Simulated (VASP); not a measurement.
# Au (Fm-3m) in VASP: a series of runs, part 2 of 2

VASP 6.6.1. The steps go on from the part before.

### Step 3. Single point, r2SCAN

This run uses another cell than the first one, of 17.54 Å³/atom, 1.005 times its volume.

The input, POSCAR:

```
Au
1.0
    0.0000000000      2.0621708812      2.0621708812
    2.0621708812      0.0000000000      2.0621708812
    2.0621708812      2.0621708812      0.0000000000
Au
1
Direct
    0.0000000000      0.0000000000      0.0000000000
```

The input, INCAR.step1:

```
PREC = Accurate
ENCUT = 520
ISMEAR = 0
SIGMA = 0.1
LREAL = F
LASPH = T
NELM = 80
NBANDS = 12
GGA = PE
ALGO = Normal
EDIFF = 1E-4
LWAVE = T
LCHARG = F
```

The input, INCAR.step2:

```
PREC = Accurate
ENCUT = 520
EDIFF = 1E-6
ISMEAR = 0
SIGMA = 0.1
LREAL = F
LASPH = T
NELM = 80
ALGO = Normal
ISIF = 2
LWAVE = F
LCHARG = T
METAGGA = R2SCAN
LMIXTAU = T
LELF = T
LVHAR = T
NBANDS = 12
ISTART = 1
```

The input, KPOINTS:

```
regular mesh
0
Gamma
  18 18 18
```

Potentials or basis: VASP PAW PBE potentials, release 64 (Au).

The run is started by

```bash
$ cat potpaw_PBE.64/Au/POTCAR > POTCAR
$ cp INCAR.step1 INCAR
$ mpirun -np 1 vasp_std > vasp.out
$ cp INCAR.step2 INCAR
$ mpirun -np 1 vasp_std > vasp.out
```

OUTCAR:

```text
PREC = Accurate
   ENCUT = 520
   EDIFF = 1E-6
   ISMEAR = 0
   LREAL = F
   LASPH = T
   NELM = 80
   ISIF = 2
   METAGGA = R2SCAN
   ISTART = 1

 ion  position               nearest neighbor table
   1  0.000  0.000  0.000-

  LATTYP: Found a face centered cubic cell.
 ALAT       =     4.1243417624

  Lattice vectors:

 A1 = (   0.0000000000,   2.0621708812,   2.0621708812)
 A2 = (   2.0621708812,   0.0000000000,   2.0621708812)
 A3 = (   2.0621708812,   2.0621708812,   0.0000000000)

Analysis of symmetry for initial positions (statically):
=====================================================================
 Subroutine PRICEL returns:
 Original cell was already a primitive cell.

 Routine SETGRP: Setting up the symmetry group for a
 face centered cubic supercell.

 Subroutine GETGRP returns: Found 48 space group operations
 (whereof 48 operations were pure point group operations)
 out of a pool of 48 trial point group operations.

The static configuration has the point symmetry O_h .

Analysis of symmetry for dynamics (positions and initial velocities):
=====================================================================
 Subroutine PRICEL returns:
 Original cell was already a primitive cell.

 Routine SETGRP: Setting up the symmetry group for a
 face centered cubic supercell.

 Subroutine GETGRP returns: Found 48 space group operations
 (whereof 48 operations were pure point group operations)
 out of a pool of 48 trial point group operations.

The dynamic configuration has the point symmetry O_h .

 Subroutine INISYM returns: Found 48 space group operations
 (whereof 48 operations are pure point group operations),
 and found     1 'primitive' translations

----------------------------------------------------------------------------------------

                                     Primitive cell

  volume of cell :      17.5390

  direct lattice vectors                    reciprocal lattice vectors
     0.000000000  2.062170881  2.062170881    -0.242462933  0.242462933  0.242462933
     2.062170881  0.000000000  2.062170881     0.242462933 -0.242462933  0.242462933
     2.062170881  2.062170881  0.000000000     0.242462933  0.242462933 -0.242462933

  length of vectors
     2.916350028  2.916350028  2.916350028     0.419958119  0.419958119  0.419958119

  position of ions in fractional coordinates (direct lattice)
     0.000000000  0.000000000  0.000000000

  ion indices of the primitive-cell ions
   primitive index   ion index
                 1           1

----------------------------------------------------------------------------------------

 KPOINTS: regular mesh

Automatic generation of k-mesh.
 Grid dimensions read from file:
 generate k-points for:   18   18   18

 Generating k-lattice:

  Cartesian coordinates                     Fractional coordinates (reciprocal lattice)
    -0.013470163  0.013470163  0.013470163     0.055555556  0.000000000  0.000000000
     0.013470163 -0.013470163  0.013470163     0.000000000  0.055555556  0.000000000
     0.013470163  0.013470163 -0.013470163     0.000000000  0.000000000  0.055555556

  Length of vectors
     0.023331007  0.023331007  0.023331007

  Shift w.r.t. Gamma in fractional coordinates (k-lattice)
     0.000000000  0.000000000  0.000000000

 Subroutine IBZKPT returns following result:
 ===========================================

 Found    195 irreducible k-points:

 Following reciprocal coordinates:
            Coordinates               Weight
  0.000000  0.000000  0.000000      1.000000
  0.055556  0.000000  0.000000      8.000000
  0.111111  0.000000  0.000000      8.000000
  0.166667  0.000000  0.000000      8.000000
  0.222222  0.000000  0.000000      8.000000
  0.277778  0.000000  0.000000      8.000000
[... 16 lines left out ...]
 -0.277778  0.055556  0.000000     24.000000
 -0.222222  0.055556  0.000000     24.000000
 [... further k-points ...]
   k-points           NKPTS =    195   k-points in BZ     NKDIM =    195   number of bands    NBANDS=     12
   number of dos      NEDOS =    301   number of ions     NIONS =      1
   total plane-waves  NPLWV =  13824
   dimension x,y,z NGX =    24 NGY =   24 NGZ =   24
   dimension x,y,z NGXF=    48 NGYF=   48 NGZF=   48
   ions per type =               1
   NGX,Y,Z   is equivalent  to a cutoff of  13.68, 13.68, 13.68 a.u.
   NGXF,Y,Z  is equivalent  to a cutoff of  27.36, 27.36, 27.36 a.u.
 SYSTEM =  unknown system
   PREC   = accura    normal or accurate (medium, high low for compatibility)
   ISTART =      1    job   : 0-new  1-cont  2-samecut
   ICHARG =      0    charge: 1-file 2-atom 10-const
   ISPIN  =      1    spin polarized calculation?
   LNONCOLLINEAR =      F non collinear calculations
   LSORBIT =      F    spin-orbit coupling
   LASPH  =      T    aspherical Exc in radial PAW
   ENCUT  =  520.0 eV  38.22 Ry    6.18 a.u.   5.42  5.42  5.42*2*pi/ulx,y,z
   NELM   =     80;   NELMIN=  2; NELMDL=  0     # of ELM steps
   EDIFF  = 0.1E-05   stopping-criterion for ELM
   LREAL  =      F    real-space projection
   EDIFFG = 0.1E-04   stopping-criterion for IOM
   NSW    =      0    number of steps for IOM
   IBRION =     -1    ionic relax: 0-MD 1-quasi-New 2-CG
   NFREE  =      0    steps in history (QN), initial steepest desc. (CG)
   ISIF   =      2    stress and relaxation
   ISYM   =      2    0-nonsym 1-usesym 2-fastsym
   POTIM  = 0.5000    time-step for ionic-motion
   TEBEG  =    0.0;   TEEND  =   0.0 temperature during run
   PSTRESS=    0.0 pullay stress
   NELECT =      11.0000    total number of electrons
   NUPDOWN=      -1.0000    fix difference up-down
   EMIN   =  10.00;   EMAX   =-10.00  energy-range for DOS
   EFERMI =   0.00;   METHOD = LEGACY
   ISMEAR =     0;   SIGMA  =   0.10  broadening in eV -4-tet -1-fermi 0-gaus
   EFERMI_NEDOS =   21; number of points for ismear=-14 and -15
   IALGO  =     38    algorithm
   IMIX   =      4    mixing-type and parameters
     AMIX     =   0.40;   BMIX     =  1.00
     AMIX_MAG =   1.60;   BMIX_MAG =  1.00
  volume/ion in A,a.u.               =      17.54       118.36
  Fermi-wavevector in a.u.,A,eV,Ry     =   1.401321  2.648113 26.717782  1.963702
  Thomas-Fermi vector in A             =   2.524194
   LORBIT       =      0    0 simple, 1 ext, 2 COOP (PROOUT), +10 PAW based schemes
   METAGGA = R2SCAN    functional components
   LHFCALC =     F    Hartree Fock is set to
   AEXX    =    0.0000 exact exchange contribution
   IVDW    =     0    specifies the selected vdW correction
   LEPSILON=     F    determine dielectric tensor
   LRPA    =     F    only Hartree local field effects (RPA)
 non-spin polarized calculation
 Gauss-broadening in eV      SIGMA  =   0.10
  energy-cutoff  :      520.00
  volume of cell :       17.54
 maximum number of plane-waves:       495
 NGX is ok and might be reduce to    24
   NGX = 11   NGY = 11   NGZ = 11

 number of electron      11.0000001 magnetization

 Free energy of the ion-electron system (eV)
  ---------------------------------------------------
  ext. energy  EPLUGINS =         0.00000000
  ---------------------------------------------------
  free energy    TOTEN  =       -50.59699808 eV

  energy without entropy =      -50.59584356  energy(sigma->0) =      -50.59642082

 E-fermi :   8.8164     XC(G=0): -13.4258

 val. band max:        8.7951191570   @ k =   0.5000   0.2778   0.1111
 cond. band min:       8.8557115081   @ k =   0.5000   0.1667   0.0556
 fundamental gap:      0.0605923511
 Fermi energy:         8.8163753313

 k-point     1 :       0.0000    0.0000    0.0000
  band No.  band energies     occupation
      1      -0.9249      2.00000
      2       4.0626      2.00000
      3       4.0626      2.00000
      4       4.0626      2.00000
      5       5.5189      2.00000
      6       5.5189      2.00000
      7      24.2092      0.00000
      8      28.1264      0.00000
      9      28.1264      0.00000
     10      28.1264      0.00000
     11      33.3057      0.00000
     12      37.4553      0.00000
[... 331 lines left out ...]
 k-point    24 :      -0.2222    0.0556    0.0000
  band No.  band energies     occupation
      1       0.8723      2.00000
      2       3.8441      2.00000
      3       4.3653      2.00000
      4       4.3954      2.00000
      5       5.4422      2.00000
      6       5.9150      2.00000
      7      20.8033      0.00000
      8      25.2186      0.00000
      9      27.9118      0.00000
     10      30.4737      0.00000
     11      30.8191      0.00000
     12      32.4318      0.00000

 [... further k-points ...]
[... 5 lines left out ...]
  --------------------------------------------------------------------------------------
  -------------------------------------------------------------------------------------
  Total        0.0277679      0.0277679      0.0277679      0.0000000     -0.0000000     -0.0000000
  in kB        2.5365850      2.5365850      2.5365850      0.0000000     -0.0000000     -0.0000000
  external PRESSURE =       2.5365850 kB  Pullay stress =       0.0000000 kB

 VOLUME and BASIS-vectors are now :
 -----------------------------------------------------------------------------
  energy-cutoff  :      520.00
  volume of cell :       17.54
      direct lattice vectors                 reciprocal lattice vectors
     0.000000000  2.062170881  2.062170881    -0.242462933  0.242462933  0.242462933
     2.062170881  0.000000000  2.062170881     0.242462933 -0.242462933  0.242462933
     2.062170881  2.062170881  0.000000000     0.242462933  0.242462933 -0.242462933

 POSITION                                       TOTAL-FORCE (eV/Angst)
 -----------------------------------------------------------------------------------
      0.00000      0.00000      0.00000         0.000000     -0.000000      0.000000
 -----------------------------------------------------------------------------------
    total drift:                               -0.000000      0.000000     -0.000000

  FREE ENERGIE OF THE ION-ELECTRON SYSTEM (eV)
  ---------------------------------------------------
  free  energy   TOTEN  =       -50.5969980780 eV

  energy  without entropy=      -50.5958435624  energy(sigma->0) =      -50.59642082
```

OUTCAR.step1:

```text
PREC = Accurate
   ENCUT = 520
   ISMEAR = 0
   LREAL = F
   LASPH = T
[... 576 lines left out ...]

 POSITION                                       TOTAL-FORCE (eV/Angst)
 -----------------------------------------------------------------------------------
      0.00000      0.00000      0.00000         0.000000      0.000000      0.000000
 -----------------------------------------------------------------------------------
    total drift:                               -0.000000      0.000000      0.000000

  FREE ENERGIE OF THE ION-ELECTRON SYSTEM (eV)
  ---------------------------------------------------
  free  energy   TOTEN  =        -3.2178766427 eV

  energy  without entropy=       -3.2165716456  energy(sigma->0) =       -3.21722414
```

OSZICAR.step1:

```text
N       E                     dE             d eps       ncg     rms          rms(c)
DAV:   1     0.492068572924E+02    0.49207E+02   -0.56237E+03  4848   0.816E+02
DAV:   2    -0.277359031684E+01   -0.51980E+02   -0.48675E+02  5540   0.185E+02
DAV:   3    -0.347900314757E+01   -0.70541E+00   -0.70353E+00  5568   0.209E+01
DAV:   4    -0.348139242069E+01   -0.23893E-02   -0.23892E-02  5624   0.141E+00
DAV:   5    -0.348141050711E+01   -0.18086E-04   -0.18088E-04  5748   0.117E-01    0.859E+00
DAV:   6    -0.323696232548E+01    0.24445E+00   -0.67035E-01  5072   0.659E+00    0.553E+00
DAV:   7    -0.321987170258E+01    0.17091E-01   -0.59391E-02  5544   0.198E+00    0.269E+00
DAV:   8    -0.321788864618E+01    0.19831E-02   -0.13233E-03  5208   0.306E-01    0.242E-01
DAV:   9    -0.321787664273E+01    0.12003E-04   -0.69010E-06  3380   0.237E-02
   1 F= -.32178766E+01 E0= -.32172241E+01  d E =-.130500E-02
```

It took 62 s on 1 thread of Intel Xeon Platinum 8559C (Emerald Rapids), shared host; peak memory 0.17 GiB.

Results:

```
Free energy : -50.5970 eV
Pressure    : 0.3 GPa
```

Levels at points of the mesh, in eV from the Fermi level:
| k point | band 3 | band 4 | band 5 | band 6 | band 7 | band 8 | band 9 | band 10 |
| --- | --- | --- | --- | --- | --- | --- | --- | --- |
| (0.00, 0.00, 0.00) | -4.75 | -4.75 | -3.30 | -3.30 | 15.39 | 19.31 | 19.31 | 19.31 |
| (0.50, 0.00, 0.00) | -4.80 | -2.11 | -2.11 | -0.63 | 3.06 | 14.87 | 17.73 | 17.73 |
| (0.50, 0.50, 0.00) | -2.17 | -1.79 | -1.79 | 1.31 | 5.81 | 10.47 | 10.47 | 17.78 |

Caveat: the PAW data sets were made with another functional, which shifts forces and pressure a little; spin-orbit coupling is left out, which moves the levels of the heavy elements.
